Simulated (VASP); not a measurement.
# Pb (Fm-3m) in VASP: further runs, part 2 of 2

VASP 6.6.1. The steps go on from the part before.

## Step 3: Single point, r2SCAN

This run uses another cell than the first one, of 31.17 Å³/atom, 1.031 times its volume.

POSCAR reads:

```
Pb
1.0
    0.0000000000      2.4977940740      2.4977940740
    2.4977940740      0.0000000000      2.4977940740
    2.4977940740      2.4977940740      0.0000000000
Pb
1
Direct
    0.0000000000      0.0000000000      0.0000000000
```

INCAR.step1 reads:

```
SYSTEM = Pb
PREC = Accurate
ENCUT = 520
ISMEAR = 0
SIGMA = 0.1
LREAL = .False.
LASPH = .True.
NELM = 60
NBANDS = 13
GGA = PE
ALGO = Normal
EDIFF = 1E-4
LWAVE = .True.
LCHARG = .False.
```

INCAR.step2 reads:

```
SYSTEM = Pb
PREC = Accurate
ENCUT = 520
EDIFF = 1E-6
ISMEAR = 0
SIGMA = 0.1
LREAL = .False.
LASPH = .True.
NELM = 60
ALGO = Normal
ISIF = 2
LWAVE = .False.
LCHARG = .True.
METAGGA = R2SCAN
LMIXTAU = .True.
LELF = .True.
LVHAR = .True.
NBANDS = 13
ISTART = 1
```

KPOINTS reads:

```
Automatic mesh
0
Gamma
  14 14 14
  0 0 0
```

Potentials or basis: VASP PAW PBE potentials, release 64 (Pb_d).

On the command line:

```sh
$ cat potpaw_PBE.64/Pb_d/POTCAR > POTCAR
$ cp INCAR.step1 INCAR
$ mpirun -np 1 vasp_std > vasp.out
$ cp INCAR.step2 INCAR
$ mpirun -np 1 vasp_std > vasp.out
```

OUTCAR:

```text
SYSTEM = Pb
   PREC = Accurate
   ENCUT = 520
   EDIFF = 1E-6
   ISMEAR = 0
   LREAL = .False.
   LASPH = .True.
   NELM = 60
   ISIF = 2
   METAGGA = R2SCAN
   ISTART = 1

 ion  position               nearest neighbor table
   1  0.000  0.000  0.000-

  LATTYP: Found a face centered cubic cell.
 ALAT       =     4.9955881480

  Lattice vectors:

 A1 = (   0.0000000000,   2.4977940740,   2.4977940740)
 A2 = (   2.4977940740,   0.0000000000,   2.4977940740)
 A3 = (   2.4977940740,   2.4977940740,   0.0000000000)

Analysis of symmetry for initial positions (statically):
=====================================================================
 Subroutine PRICEL returns:
 Original cell was already a primitive cell.

 Routine SETGRP: Setting up the symmetry group for a
 face centered cubic supercell.

 Subroutine GETGRP returns: Found 48 space group operations
[... 9 lines left out ...]

 Routine SETGRP: Setting up the symmetry group for a
 face centered cubic supercell.

 Subroutine GETGRP returns: Found 48 space group operations
[... 11 lines left out ...]
                                     Primitive cell

  volume of cell :      31.1674

  direct lattice vectors                    reciprocal lattice vectors
     0.000000000  2.497794074  2.497794074    -0.200176630  0.200176630  0.200176630
     2.497794074  0.000000000  2.497794074     0.200176630 -0.200176630  0.200176630
     2.497794074  2.497794074  0.000000000     0.200176630  0.200176630 -0.200176630

  length of vectors
     3.532414255  3.532414255  3.532414255     0.346716094  0.346716094  0.346716094

  position of ions in fractional coordinates (direct lattice)
     0.000000000  0.000000000  0.000000000

  ion indices of the primitive-cell ions
   primitive index   ion index
                 1           1

----------------------------------------------------------------------------------------

 KPOINTS: Automatic mesh

Automatic generation of k-mesh.
 Grid dimensions read from file:
[... 86 lines left out ...]
  volume/ion in A,a.u.               =      31.17       210.33
  Fermi-wavevector in a.u.,A,eV,Ry     =   1.253769  2.369280 21.387499  1.571937
  Thomas-Fermi vector in A             =   2.387606
   LORBIT       =      0    0 simple, 1 ext, 2 COOP (PROOUT), +10 PAW based schemes
   METAGGA = R2SCAN    functional components
   LHFCALC =     F    Hartree Fock is set to
   AEXX    =    0.0000 exact exchange contribution
   IVDW    =     0    specifies the selected vdW correction
   LEPSILON=     F    determine dielectric tensor
   LRPA    =     F    only Hartree local field effects (RPA)
 non-spin polarized calculation
 Gauss-broadening in eV      SIGMA  =   0.10
  energy-cutoff  :      520.00
  volume of cell :       31.17
 maximum number of plane-waves:       872
 NGX is ok and might be reduce to    28
   NGX = 13   NGY = 13   NGZ = 13

 number of electron      14.0000001 magnetization

 Free energy of the ion-electron system (eV)
  ---------------------------------------------------
  ext. energy  EPLUGINS =         0.00000000
  ---------------------------------------------------
  free energy    TOTEN  =       -56.28421255 eV

  energy without entropy =      -56.28178864  energy(sigma->0) =      -56.28300060

 E-fermi :   6.9513     XC(G=0): -10.7768

 val. band max:        6.8281082404   @ k =   0.3571   0.1429   0.0714
 cond. band min:       6.9552432214   @ k =   0.3571   0.2143   0.0000
 fundamental gap:      0.1271349810
 Fermi energy:         6.9512518048

 k-point     1 :       0.0000    0.0000    0.0000
  band No.  band energies     occupation
      1     -10.7845      2.00000
      2     -10.7845      2.00000
      3     -10.7845      2.00000
      4     -10.6484      2.00000
      5     -10.6484      2.00000
      6      -5.1871      2.00000
      7      14.4253      0.00000
      8      14.4253      0.00000
      9      14.4253      0.00000
     10      17.3184      0.00000
     11      18.8480      0.00000
     12      19.8201      0.00000
     13      19.8201      0.00000
[... 354 lines left out ...]
  band No.  band energies     occupation
      1     -10.8244      2.00000
      2     -10.7276      2.00000
      3     -10.6999      2.00000
      4     -10.6583      2.00000
      5     -10.5794      2.00000
      6      -3.7275      2.00000
      7       8.1935      0.00000
      8      11.7224      0.00000
      9      11.9649      0.00000
     10      15.8475      0.00000
     11      17.4373      0.00000
     12      21.1508      0.00000
     13      22.0037      0.00000

 [... further k-points ...]
[... 5 lines left out ...]
  --------------------------------------------------------------------------------------
  -------------------------------------------------------------------------------------
  Total       -0.0028995     -0.0028995     -0.0028995      0.0000000     -0.0000000     -0.0000000
  in kB       -0.1490508     -0.1490508     -0.1490508      0.0000000     -0.0000000     -0.0000000
  external PRESSURE =      -0.1490508 kB  Pullay stress =       0.0000000 kB

 VOLUME and BASIS-vectors are now :
 -----------------------------------------------------------------------------
  energy-cutoff  :      520.00
  volume of cell :       31.17
      direct lattice vectors                 reciprocal lattice vectors
     0.000000000  2.497794074  2.497794074    -0.200176630  0.200176630  0.200176630
     2.497794074  0.000000000  2.497794074     0.200176630 -0.200176630  0.200176630
     2.497794074  2.497794074  0.000000000     0.200176630  0.200176630 -0.200176630

 POSITION                                       TOTAL-FORCE (eV/Angst)
 -----------------------------------------------------------------------------------
      0.00000      0.00000      0.00000         0.000000      0.000000      0.000000
 -----------------------------------------------------------------------------------
    total drift:                               -0.000000     -0.000000     -0.000000

  FREE ENERGIE OF THE ION-ELECTRON SYSTEM (eV)
  ---------------------------------------------------
  free  energy   TOTEN  =       -56.2842125518 eV

  energy  without entropy=      -56.2817886420  energy(sigma->0) =      -56.28300060
```

It took 66 s on 1 thread of Intel Xeon 6975P-C (Granite Rapids), shared host; peak memory 0.18 GiB.

Results:

```yaml
Free_energy: -56.2842 eV
Pressure: 0.0 GPa
Band_gap_on_the_k_mesh: zero (band 7 reaches 14.43 eV, above the bottom of band 8 at 5.39 eV)
```

Caveat: the PAW data sets were made with another functional, which shifts forces and pressure a little; spin-orbit coupling is left out, which moves the levels of the heavy elements.

## Step 4: Single point, r2SCAN (volume scaled by 1.03)

POSCAR reads:

```
Pb
1.0
    0.0000000000      2.5225263169      2.5225263169
    2.5225263169      0.0000000000      2.5225263169
    2.5225263169      2.5225263169      0.0000000000
Pb
1
Direct
    0.0000000000      0.0000000000      0.0000000000
```

INCAR.step1 reads:

```
SYSTEM = Pb
ALGO     = Normal         ! electronic algorithm
EDIFF    = 1E-4           ! SCF threshold, eV
ENCUT    = 520            ! plane-wave cutoff, eV
GGA      = PE             ! functional
ISMEAR   = 0              ! smearing method
LASPH    = .TRUE.         ! aspherical terms in the spheres
LCHARG   = .FALSE.        ! write CHGCAR
LREAL    = .FALSE.        ! projectors in reciprocal space
LWAVE    = .TRUE.         ! write WAVECAR
NBANDS   = 13             ! bands
NELM     = 60             ! most SCF steps
PREC     = Accurate       ! precision mode
SIGMA    = 0.1            ! smearing width, eV
```

INCAR.step2 reads:

```
SYSTEM = Pb
ALGO     = Normal         ! electronic algorithm
EDIFF    = 1E-6           ! SCF threshold, eV
ENCUT    = 520            ! plane-wave cutoff, eV
ISIF     = 2              ! what is computed and relaxed
ISMEAR   = 0              ! smearing method
ISTART   = 1            
LASPH    = .TRUE.         ! aspherical terms in the spheres
LCHARG   = .FALSE.        ! write CHGCAR
LMIXTAU  = .TRUE.       
LREAL    = .FALSE.        ! projectors in reciprocal space
LWAVE    = .FALSE.        ! write WAVECAR
METAGGA  = R2SCAN         ! meta-GGA
NBANDS   = 13             ! bands
NELM     = 60             ! most SCF steps
PREC     = Accurate       ! precision mode
SIGMA    = 0.1            ! smearing width, eV
```

KPOINTS reads:

```
k-points
0
G
  14 14 14
  0 0 0
```

On the command line:

```sh
$ cat potpaw_PBE.64/Pb_d/POTCAR > POTCAR
$ cp INCAR.step1 INCAR
$ mpirun -np 1 vasp_std > vasp.out
$ cp INCAR.step2 INCAR
$ mpirun -np 1 vasp_std > vasp.out
```

It took 67 s on 1 thread of Intel Xeon 6975P-C (Granite Rapids), shared host; peak memory 0.19 GiB.

Results (log left out):

```
Free energy            : -56.2810 eV
Pressure               : -1.2 GPa
Band gap on the k mesh : zero (band 7 reaches 13.86 eV, above the bottom of band 8 at 5.13 eV)
```

Levels at points of the mesh, in eV from the Fermi level:
```
           k point  band 4  band 5  band 6  band 7  band 8  band 9  band 10  band 11
(0.00, 0.00, 0.00)  -17.57  -17.57  -11.92    7.25    7.25    7.25    10.36    11.52
(0.50, 0.00, 0.00)  -17.45  -17.45   -8.44   -4.11    5.46    5.46     9.53     9.90
(0.50, 0.50, 0.00)  -17.42  -17.42   -7.08   -3.24    2.04    2.04     5.73     6.84
```

Caveat: the cell differs from its parent crystal (volume scaled by 1.03); the PAW data sets were made with another functional, which shifts forces and pressure a little; spin-orbit coupling is left out, which moves the levels of the heavy elements.

## Step 5: Overview

| cell | gap on the mesh (eV) | pressure (GPa) |
| --- | --- | --- |
| a = 3.497 Å, angles 60.0°, 1 atom | none | 1.4 |
| a = 3.532 Å, angles 60.0°, 1 atom | none | 0.0 |
| a = 3.567 Å, angles 60.0°, 1 atom | none | -1.2 |

Alike in all rows: task single point; level r2SCAN; potentials or basis VASP PAW PBE potentials, release 64 (Pb_d); no spin polarisation; k mesh 14 × 14 × 14; cutoff (eV) 520; smearing gaussian 0.1 eV.

Caveats: the PAW data sets were made with another functional, which shifts forces and pressure a little; spin-orbit coupling is left out, which moves the levels of the heavy elements.

Total energies depend on the potentials used, so only differences within one code and one set of settings carry meaning.
